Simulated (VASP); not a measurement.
The system is Ni.

```
Ni
1.0
    -1.38372    1.38372    1.38372
     1.38372   -1.38372    1.38372
     1.38372    1.38372   -1.38372
Ni
1
Direct
  0.00000 0.00000 0.00000
```

Base run:

```yaml
Program: VASP 6.6.1
Functional: r2SCAN
Potentials_or_basis: VASP PAW PBE potentials, release 64 (Ni)
Cutoff: 520 eV
k_mesh: 17 × 17 × 17
Occupations: fermi-dirac, width 0.1 eV
Spin: collinear spin, ferromagnetic start
Starting_moments: "[1.0] μB"
```

Its results: pressure 0.5 GPa; net moment 0.64 μB per cell; site moments Ni +0.66 μB.

**Question.** The run is repeated on the same cell with these changes: functional from r2SCAN to PBEsol. What comes out?

**Answer.** Pressure -2.6 GPa; net moment 0.48 μB per cell; site moments Ni +0.48 μB.

Caveats: the PAW data sets were made with another functional, which shifts forces and pressure a little.
